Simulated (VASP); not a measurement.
# PrB: relaxation of cell and atoms with PBE

Crystal: PrB.

```xyz
2
Lattice="0.0000 2.7821 2.7821 2.7821 0.0000 2.7821 2.7821 2.7821 0.0000" Properties=species:S:1:pos:R:3 pbc="T T T"
Pr    1.3910    1.3910    1.3910
B     0.0000    0.0000    0.0000
```

The cell was built from a structure type or drawn by symmetry, and may not be a known phase.

| Item | Value |
| --- | --- |
| Program | VASP 6.6.1 |
| Task | relaxation of cell and atoms |
| Functional | PBE |
| Potentials or basis | VASP PAW PBE potentials, release 64 (Pr, B) |
| Cutoff | 600 eV |
| k mesh | 6 × 6 × 6 |
| Occupations | gaussian, width 0.1 eV |
| Spin | no spin polarisation |
| Dipole correction | no |
| Further INCAR settings | ALGO = Normal; EDIFF = 1e-07; IBRION = 2; EDIFFG = -0.04; NSW = 90; ISIF = 3 |

The relaxed volume is 22.82 Å³/atom and the relaxed cell is a = 4.011 Å, b = 4.011 Å, c = 4.011 Å, α = 60.00°, β = 60.00°, γ = 60.00°. The space group after relaxing (to 0.1 Å) is F-43m (No. 216), the energy gained by relaxing is 13.0 meV/atom and the ionic steps are 3. The pressure after relaxing is 0.0 GPa.

Step by step:
```tsv
step	energy change (eV)	largest force (eV/Å)	pressure (GPa)	volume (Å³)
1	0.0000	0.0000	3.37	43.07
2	-0.0256	0.0000	-0.34	45.95
3	-0.0260	0.0000	0.03	45.64
```

Final structure:
```
Pr B
1.0
     0.00000    2.83647    2.83647
     2.83647    0.00000    2.83647
     2.83647    2.83647    0.00000
Pr B
1 1
Direct
  0.25000 0.25000 0.25000
  0.00000 0.00000 0.00000
```

Levels at points of the mesh, in eV from the Fermi level:
```
           k point  band 6  band 7  band 8  band 9  band 10  band 11
(0.00, 0.00, 0.00)   -1.06   -1.06   -1.06   -0.01     0.35     0.35
(0.50, 0.00, 0.00)   -0.60   -0.60   -0.18    0.17     0.27     0.27
(0.50, 0.50, 0.00)   -2.21   -0.06   -0.06    0.15     0.29     0.31
```

Run time: 51 s on 1 thread of Intel(R) Xeon(R) 6975P-C (Granite Rapids), on a shared host, peak memory 0.19 GiB.

Caveat: spin-orbit coupling is left out, which moves the levels of the heavy elements; semilocal functionals describe open f shells poorly, which spoils levels, moments and volumes. Spin polarisation is off, so any magnetic state and its effect on volume and gap are missing.
